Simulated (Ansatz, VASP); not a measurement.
# One calculation of BiTe, two programs

Contents of INCAR:

```
SYSTEM = BiTe
PREC = Accurate
ENCUT = 520
EDIFF = 1E-7
ISMEAR = 0
SIGMA = 0.1
LREAL = .FALSE.
LASPH = .TRUE.
NELM = 60
ALGO = Normal
ISIF = 2
LWAVE = .FALSE.
LCHARG = .FALSE.
GGA = PE
NBANDS = 18
```

KPOINTS

```
Automatic mesh
0
G
  6 6 6
  0 0 0
```

File POSCAR:

```
BiTe
1.0
    2.4227078100      1.3987510100      3.3172919800
   -2.4227078100      1.3987510100      3.3172919800
    0.0000000000     -2.7975020100      3.3172919800
Bi Te
1 1
Direct
    0.5000000000      0.5000000000      0.5000000000
    0.0000000000      0.0000000000      0.0000000000
```

Input for Ansatz:

```yaml
crystal:
  lattice:
    - [2.42270781, 1.39875101, 3.31729198]
    - [-2.42270781, 1.39875101, 3.31729198]
    - [0.0, -2.79750201, 3.31729198]
  atoms:
    - { symbol: Bi, position: [0.5, 0.5, 0.5] }
    - { symbol: Te, position: [0.0, 0.0, 0.0] }
basis:
  ecutwfc: 420
kpoints:
  mp_grid: { grid: [6, 6, 6] }
hamiltonian:
  xc: pbe
scf:
  occupations: { method: gaussian, width: 0.1 }
  lower_state_search: "off"
output:
  forces: true
  stress: true
  eigenvalues: true
```

Alike in both runs: task single point; functional PBE; k mesh 6 × 6 × 6; occupations gaussian, width 0.1 eV; no spin polarisation.

```csv
,VASP,Ansatz
version,VASP 6.6.1,Ansatz 0.2.0
potentials or method,"VASP PAW PBE potentials, release 64 (Bi_d, Te), cutoff 520 eV","scalar-relativistic, plane waves, PAW"
valence electrons in the cell,21,31
```

```tsv
	VASP	Ansatz	Ansatz less VASP
gap on the k mesh at the Fermi level (eV)	none	none	-
pressure (GPa)	-0.1	-0.1	+0.05
traceless stress, the component that is largest in VASP (GPa)	-0.16	-0.16	-0.002
```

A gap of «none» marks a metal or a gap that the smearing closes. VASP's potentials hold 21 valence electrons a cell and Ansatz's 31, so a difference there can come from the potentials and not from the codes.

Spin-orbit coupling is off throughout.
